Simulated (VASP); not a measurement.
A run of VASP 6.6.1 is set up as follows.

INCAR

```
SYSTEM = SrPrI
ALGO = Normal ; EDIFF = 1E-6
ENCUT = 500 ; GGA = PE
GGA_COMPAT = .FALSE. ; ISIF = 2
ISMEAR = 0 ; LASPH = .TRUE.
LCHARG = .TRUE. ; LELF = .TRUE.
LMAXMIX = 6 ; LREAL = .FALSE.
LVHAR = .TRUE. ; LWAVE = .FALSE.
NBANDS = 21 ; NELM = 200
PREC = Accurate ; SIGMA = 0.1
```

File KPOINTS:

```
k-points
0
G
  12 12 12
  0 0 0
```

POSCAR

```
SrPrI
1.0
    5.8264496379      0.0000000000      0.0000000000
   -2.9132248189      5.0458534003      0.0000000000
    0.0000000000      0.0000000000      4.1282225702
Sr Pr I
1 1 1
Direct
    0.0000000000      0.0000000000      0.0000000000
    0.6666666667      0.3333333333      0.5000000000
    0.3333333333      0.6666666667      0.0000000000
```

Potentials or basis: VASP PAW PBE potentials, release 64 (Sr_sv, Pr_3, I), 4f in core.

Command:

```sh
$ cat potpaw_PBE.64/Sr_sv/POTCAR potpaw_PBE.64/Pr_3/POTCAR potpaw_PBE.64/I/POTCAR > POTCAR
$ mpirun -np 1 vasp_std > vasp.out
```

Question: Predict the band gap on the k mesh.

Answer: Zero (bands 14 and 15 overlap by 0.38 eV).

Question: Predict the pressure.

Answer: 0.0 GPa.

Caveat: spin-orbit coupling is left out, which moves the levels of the heavy elements; the 4f electrons are frozen in the core, so they carry no moment and show no levels; the run has no spin polarisation, though such a crystal can be magnetic. Spin polarisation is off, so any magnetic state and its effect on volume and gap are missing.
